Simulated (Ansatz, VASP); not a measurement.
Given: the input of a run of VASP 6.6.1 on ZnO.

File POSCAR:

```
ZnO
1.0
    3.2493080000      0.0000000000      0.0000000000
   -1.6246540000      2.8139832727      0.0000000000
    0.0000000000      0.0000000000      5.2057090000
Zn O
2 2
Direct
    0.6666666667      0.3333333333      0.0000000000
    0.3333333333      0.6666666667      0.5000000000
    0.3333333333      0.6666666667      0.8790100000
    0.6666666667      0.3333333333      0.3790100000
```

Contents of INCAR.step1:

```
SYSTEM = ZnO
ALGO = Normal
EDIFF = 1E-5
ENCUT = 520
GGA = PE
ISIF = 2
ISMEAR = -1
LASPH = .TRUE.
LCHARG = .FALSE.
LREAL = .FALSE.
LUSENCCL = .FALSE.
LWAVE = .TRUE.
NBANDS = 26
NELM = 80
PREC = Accurate
SIGMA = 0.05
```

INCAR.step2

```
SYSTEM = ZnO
AEXX = 0.35
ALGO = Normal
EDIFF = 1E-7
ENCUT = 520
GGA = PE
HFSCREEN = 0.2078699
ISIF = 2
ISMEAR = -1
ISTART = 1
LASPH = .TRUE.
LCHARG = .FALSE.
LHFCALC = .TRUE.
LREAL = .FALSE.
LUSENCCL = .FALSE.
LWAVE = .FALSE.
NBANDS = 26
NELM = 80
PREC = Accurate
PRECFOCK = Normal
SIGMA = 0.05
```

File KPOINTS:

```
k-points
0
G
  5 5 3
  0 0 0
```

Potentials or basis: VASP PAW PBE potentials, release 64 (Zn, O).

The run is started by

```sh
$ cat potpaw_PBE.64/Zn/POTCAR potpaw_PBE.64/O/POTCAR > POTCAR
$ cp INCAR.step1 INCAR
$ mpirun -np 1 vasp_std > vasp.out
$ cp INCAR.step2 INCAR
$ mpirun -np 1 vasp_std > vasp.out
```

Q: Set up the same calculation for Ansatz 0.2.0. Potentials there: Ansatz PAW.

A: As run (the cutoff follows the program's own potentials):

File input.yaml:

```yaml
crystal:
  lattice:
    - [3.249308, 0.0, 0.0]
    - [-1.624654, 2.8139832727, 0.0]
    - [0.0, 0.0, 5.205709]
  atoms:
    - { symbol: Zn, position: [0.6666666667, 0.3333333333, 0.0] }
    - { symbol: Zn, position: [0.3333333333, 0.6666666667, 0.5] }
    - { symbol: O, position: [0.3333333333, 0.6666666667, 0.87901] }
    - { symbol: O, position: [0.6666666667, 0.3333333333, 0.37901] }
hamiltonian:
  xc:
    exchange: pbe
    correlation: pbe
    exx: { coeff: 0.35, omega: 0.2078699 }
  pseudopotentials: { kind: paw }
kpoints:
  mp_grid: { grid: [5, 5, 3] }
scf:
  occupations: { method: fermi_dirac, width: 0.05 }
output:
  forces: true
  stress: true
  eigenvalues: true
```

Potentials or basis: Ansatz PAW.

Run with:

```bash
$ ansatz run input.yaml --threads 1 --pin off --max-ram 3584MiB --backend cpu --events-out ev --progress --plain --runs-dir out
```

Both were run:

|  | VASP | Ansatz | Ansatz less VASP |
| --- | --- | --- | --- |
| gap on the k mesh at the Fermi level (eV) | 3.20 | 3.25 | +0.056 |
| least direct gap on the mesh (eV) | 3.20 | 3.25 | +0.056 |
| pressure (GPa) | 0.3 | -1.0 | -1.29 |
| traceless stress, the component that is largest in VASP (GPa) | 0.84 | 0.79 | -0.053 |
| rms of the force components (eV/Å) | 0.050 | 0.047 | -0.0023 |

VASP's potentials were made for PBE, not for PBE-based screened hybrid. Atom by atom the forces differ by 0.002 eV/Å (rms over components). The functional is the same, so the differences come from potentials, cutoffs and numerics.

The k mesh is coarse, so the values compare programs but aren't converged. Noted on Ansatz's run: odd divisions of the mesh miss points on the zone boundary, where band edges often lie, so the gap on the mesh can be too wide.
